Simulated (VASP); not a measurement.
# Ti3Pt (Pm-3n) in VASP: further runs, part 2 of 2

VASP 6.6.1. The steps go on from the part before.

### Step 4. Single point, r2SCAN

This run uses another cell than the first one, of 16.17 Å³/atom.

POSCAR reads:

```
Ti3Pt
1.0
    5.0579340900      0.0000000000      0.0000000000
    0.0000000000      5.0579340900      0.0000000000
    0.0000000000      0.0000000000      5.0579340900
Ti Pt
6 2
Direct
    0.2500000000      0.0000000000      0.5000000000
    0.5000000000      0.7500000000      0.0000000000
    0.7500000000      0.0000000000      0.5000000000
    0.5000000000      0.2500000000      0.0000000000
    0.0000000000      0.5000000000      0.7500000000
    0.0000000000      0.5000000000      0.2500000000
    0.0000000000      0.0000000000      0.0000000000
    0.5000000000      0.5000000000      0.5000000000
```

INCAR.step1 reads:

```
PREC     = Accurate       # precision mode
ENCUT    = 520            # plane-wave cutoff, eV
ISMEAR   = -1             # smearing method
SIGMA    = 0.1            # smearing width, eV
LREAL    = False          # projectors in reciprocal space
LASPH    = True           # aspherical terms in the spheres
NELM     = 100            # most SCF steps
NBANDS   = 56             # bands
GGA      = PE             # functional
ALGO     = Normal         # electronic algorithm
EDIFF    = 1E-4           # SCF threshold, eV
LWAVE    = True           # write WAVECAR
LCHARG   = False          # write CHGCAR
```

INCAR.step2 reads:

```
PREC     = Accurate       # precision mode
ENCUT    = 520            # plane-wave cutoff, eV
EDIFF    = 1E-7           # SCF threshold, eV
ISMEAR   = -1             # smearing method
SIGMA    = 0.1            # smearing width, eV
LREAL    = False          # projectors in reciprocal space
LASPH    = True           # aspherical terms in the spheres
NELM     = 100            # most SCF steps
ALGO     = Normal         # electronic algorithm
ISIF     = 2              # what is computed and relaxed
LWAVE    = False          # write WAVECAR
LCHARG   = False          # write CHGCAR
METAGGA  = R2SCAN         # meta-GGA
LMIXTAU  = True         
NBANDS   = 56             # bands
ISTART   = 1
```

KPOINTS reads:

```
Automatic mesh
0
Gamma
  7 7 7
```

Potentials or basis: VASP PAW PBE potentials, release 64 (Ti_sv, Pt).

The run is started by

```bash
cat potpaw_PBE.64/Ti_sv/POTCAR potpaw_PBE.64/Pt/POTCAR > POTCAR
cp INCAR.step1 INCAR
mpirun -np 1 vasp_std > vasp.out
cp INCAR.step2 INCAR
mpirun -np 1 vasp_std > vasp.out
```

OUTCAR:

```text
PREC = Accurate
   ENCUT = 520
   EDIFF = 1E-7
   ISMEAR = -1
   LREAL = False
   LASPH = True
   NELM = 100
   ISIF = 2
   METAGGA = R2SCAN
   ISTART = 1

 ion  position               nearest neighbor table
   1  0.250  0.000  0.500-   3 2.53   3 2.53   8 2.83   7 2.83   8 2.83   7 2.83
   2  0.500  0.750  0.000-   4 2.53   4 2.53   8 2.83   8 2.83   7 2.83   7 2.83
   3  0.750  0.000  0.500-   1 2.53   1 2.53   8 2.83   7 2.83   8 2.83   7 2.83
   4  0.500  0.250  0.000-   2 2.53   2 2.53   8 2.83   8 2.83   7 2.83   7 2.83
   5  0.000  0.500  0.750-   6 2.53   6 2.53   8 2.83   7 2.83   7 2.83   8 2.83
   6  0.000  0.500  0.250-   5 2.53   5 2.53   8 2.83   7 2.83   7 2.83   8 2.83
[... 1391 lines left out ...]
  in kB      -27.6709711    -27.6709711    -27.6709711     -0.0000000     -0.0000000      0.0000000
  external PRESSURE =     -27.6709711 kB  Pullay stress =       0.0000000 kB

 VOLUME and BASIS-vectors are now :
 -----------------------------------------------------------------------------
  energy-cutoff  :      520.00
  volume of cell :      129.40
      direct lattice vectors                 reciprocal lattice vectors
     5.057934090  0.000000000  0.000000000     0.197709180  0.000000000  0.000000000
     0.000000000  5.057934090  0.000000000     0.000000000  0.197709180  0.000000000
     0.000000000  0.000000000  5.057934090     0.000000000  0.000000000  0.197709180

 POSITION                                       TOTAL-FORCE (eV/Angst)
 -----------------------------------------------------------------------------------
      1.26448      0.00000      2.52897        -0.000000     -0.000000      0.000000
      2.52897      3.79345      0.00000         0.000000     -0.000000      0.000000
      3.79345      0.00000      2.52897         0.000000     -0.000000     -0.000000
      2.52897      1.26448      0.00000        -0.000000      0.000000      0.000000
      0.00000      2.52897      3.79345         0.000000     -0.000000     -0.000000
      0.00000      2.52897      1.26448         0.000000     -0.000000      0.000000
      0.00000      0.00000      0.00000        -0.000000      0.000000      0.000000
      2.52897      2.52897      2.52897        -0.000000      0.000000      0.000000
 -----------------------------------------------------------------------------------
    total drift:                                0.000000     -0.000000      0.000000

  FREE ENERGIE OF THE ION-ELECTRON SYSTEM (eV)
  ---------------------------------------------------
  free  energy   TOTEN  =      -186.4247819249 eV

  energy  without entropy=     -186.1225053523  energy(sigma->0) =     -186.27364364
```

OUTCAR.step1:

```text
PREC = Accurate
   ENCUT = 520
   ISMEAR = -1
   LREAL = False
   LASPH = True
   NELM = 100
[... 1420 lines left out ...]
      0.00000      2.52897      1.26448        -0.000000     -0.000000     -0.000000
      0.00000      0.00000      0.00000         0.000000     -0.000000      0.000000
      2.52897      2.52897      2.52897         0.000000     -0.000000      0.000000
 -----------------------------------------------------------------------------------
    total drift:                                0.000000     -0.000000      0.000000

  FREE ENERGIE OF THE ION-ELECTRON SYSTEM (eV)
  ---------------------------------------------------
  free  energy   TOTEN  =       -64.5542755367 eV

  energy  without entropy=      -64.2303191719  energy(sigma->0) =      -64.39229735
```

It took 5.6 min on 1 thread of AMD EPYC 9R45 (Zen 5), shared host; peak memory 0.29 GiB.

Results:

- Free energy: -186.4248 eV
- Pressure: -2.8 GPa
- Band gap on the k mesh: zero (bands 46 and 47 overlap by 0.46 eV)

Caveat: the PAW data sets were made with another functional, which shifts forces and pressure a little; spin-orbit coupling is left out, which moves the levels of the heavy elements.

### Step 5. The runs side by side

```tsv
cell	k mesh	gap on the mesh (eV)	pressure (GPa)
a = 5.025 Å, 8 atoms	6 × 6 × 6	none	0.5
a = 5.025 Å, 8 atoms	7 × 7 × 7	none	0.4
a = 5.058 Å, 8 atoms	7 × 7 × 7	none	-2.8
```

Alike in all rows: task single point; level r2SCAN; potentials or basis VASP PAW PBE potentials, release 64 (Ti_sv, Pt); no spin polarisation; cutoff (eV) 520; smearing fermi-dirac 0.1 eV.

Caveats: the PAW data sets were made with another functional, which shifts forces and pressure a little; spin-orbit coupling is left out, which moves the levels of the heavy elements.

Total energies depend on the potentials used, so only differences within one code and one set of settings carry meaning.
